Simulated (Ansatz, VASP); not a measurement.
## NiMoIrPdW: VASP beside Ansatz

The input INCAR:

```
SYSTEM = NiMoIrPdW
ALGO = Fast
EDIFF = 1E-6
ENCUT = 520
GGA = PE
ISIF = 2
ISMEAR = -1
ISPIN = 2
LASPH = .True.
LCHARG = .False.
LMAXMIX = 4
LORBIT = 11
LREAL = .False.
LWAVE = .False.
MAGMOM = 1 1 0 0.6 0
NBANDS = 40
NELM = 150
PREC = Accurate
SIGMA = 0.05
```

The input KPOINTS:

```
k-points
0
Gamma
  6 6 4
  0 0 0
```

The input POSCAR:

```
NiMoIrPdW
1.0
    4.1712279235      0.0000000000      0.0000000000
   -2.0856190275      3.6123894595      0.0000000000
    0.0000000000      0.0000000000      5.5174634813
Ni Mo Pd Ir W
1 1 1 1 1
Direct
    0.0000000000      0.0000000000      0.9577500000
    0.6666700000      0.3333300000      0.9616100000
    0.6666700000      0.3333300000      0.4629500000
    0.3333300000      0.6666700000      0.7257200000
    0.3333300000      0.6666700000      0.2364200000
```

File input.yaml:

```yaml
crystal:
  lattice:
    - [4.1712279235, 0.0, 0.0]
    - [-2.0856190275, 3.6123894595, 0.0]
    - [0.0, 0.0, 5.5174634813]
  atoms:
    - { symbol: Ni, position: [0.0, 0.0, 0.95775], spin: 1.0 }
    - { symbol: Mo, position: [0.66667, 0.33333, 0.96161], spin: 1.0 }
    - { symbol: Pd, position: [0.66667, 0.33333, 0.46295] }
    - { symbol: Ir, position: [0.33333, 0.66667, 0.72572], spin: 0.6 }
    - { symbol: W, position: [0.33333, 0.66667, 0.23642] }
kpoints:
  mp_grid: { grid: [6, 6, 4] }
scf:
  occupations: { method: fermi_dirac, width: 0.05 }
hamiltonian:
  xc: pbe
  pseudopotentials: { kind: all_electron, lapw: { basis_error: 0.003 } }
magnetization:
  spin_polarized: true
output:
  forces: true
  stress: true
  eigenvalues: true
```

Change from the starting cell: volume scaled by 1.04.

Alike in both runs: task single point; functional PBE; k mesh 6 × 6 × 4; occupations fermi-dirac, width 0.05 eV; collinear spin.

|  | VASP | Ansatz |
| --- | --- | --- |
| version | VASP 6.6.1 | Ansatz 0.2.0 |
| potentials or method | VASP PAW PBE potentials, release 64 (Ni, Mo_sv, Pd, Ir, W_sv), cutoff 520 eV | all-electron LAPW, scalar-relativistic |

Ansatz gave:

* gap on the k mesh at the Fermi level (eV): none
* pressure (GPa): -8.0
* traceless stress, the component that is largest in VASP (GPa): -0.19
* rms of the force components (eV/Å): 0.059
* net moment per atom (μB): 0.00

Question: Which values does VASP return?

Answer: gap on the k mesh at the Fermi level (eV): none; pressure (GPa): -7.9; traceless stress, the component that is largest in VASP (GPa): -0.21; rms of the force components (eV/Å): 0.062; net moment per atom (μB): 0.00.

Atom by atom the forces differ by 0.005 eV/Å (rms over components). A gap of «none» marks a metal or a gap that the smearing closes. Ansatz ran all-electron here, and VASP with PAW potentials.

Neither program's run includes spin-orbit coupling. Noted on Ansatz's run: the k mesh is thin for a metal, which can move the energy by tens of meV per atom.
